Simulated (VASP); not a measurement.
Set up this calculation in VASP 6.6.1, as the native input.

```yaml
Task: single point
Functional: PBE
Potentials_or_basis: VASP PAW PBE potentials, release 64 (In_d, Se)
Cutoff: 520 eV
k_mesh: 4 × 4 × 2
Occupations: gaussian, width 0.1 eV
Spin: no spin polarisation
Dipole_correction: no
Further_INCAR_settings: ALGO = Normal; EDIFF = 1e-07; NBANDS = 30
```

The structure of InSe5 lies in POSCAR:

```
InSe5
1.0
    4.1825760526      0.0000000000      0.0000000000
    0.0000000000      4.1825760526      0.0000000000
    0.0000000000      0.0000000000      9.6112344137
In Se
1 5
Direct
    0.5000000000      0.5000000000      0.0000000000
    0.0000000000      0.5000000000      0.5000000000
    0.5000000000      0.0000000000      0.5000000000
    0.5000000000      0.5000000000      0.3159010342
    0.5000000000      0.5000000000      0.6840989658
    0.0000000000      0.0000000000      0.0000000000
```

The cell was built from a structure type or drawn by symmetry, and may not be a known phase.

One way to write it, as run:

INCAR

```
SYSTEM = InSe5
PREC     = Accurate       ! precision mode
ENCUT    = 520            ! plane-wave cutoff, eV
EDIFF    = 1E-7           ! SCF threshold, eV
ISMEAR   = 0              ! smearing method
SIGMA    = 0.1            ! smearing width, eV
LREAL    = .False.        ! projectors in reciprocal space
LASPH    = .True.         ! aspherical terms in the spheres
NELM     = 60             ! most SCF steps
ALGO     = Normal         ! electronic algorithm
ISIF     = 2              ! what is computed and relaxed
LWAVE    = .False.        ! write WAVECAR
LCHARG   = .False.        ! write CHGCAR
GGA      = PE             ! functional
NBANDS   = 30             ! bands
```

KPOINTS

```
regular mesh
0
Gamma
  4 4 2
  0 0 0
```

Potentials or basis: VASP PAW PBE potentials, release 64 (In_d, Se).

The run is started by

```bash
$ cat potpaw_PBE.64/In_d/POTCAR potpaw_PBE.64/Se/POTCAR > POTCAR
$ mpirun -np 1 vasp_std > vasp.out
```

It gave:

```yaml
Pressure: 0.0 GPa
Largest_force: 0.018 eV/Å
Band_gap_on_the_k_mesh: zero (an odd number of electrons rules out a gap without spin polarisation)
```

Caveat: the k points lie up to 0.38 Å⁻¹ apart, too coarse for converged energies and pressures of a metal; spin-orbit coupling is left out, which moves the levels of the heavy elements.

Wall time 46 s on 1 thread of Intel(R) Xeon(R) Platinum 8488C (Sapphire Rapids), on a shared host, peak memory 0.28 GiB.
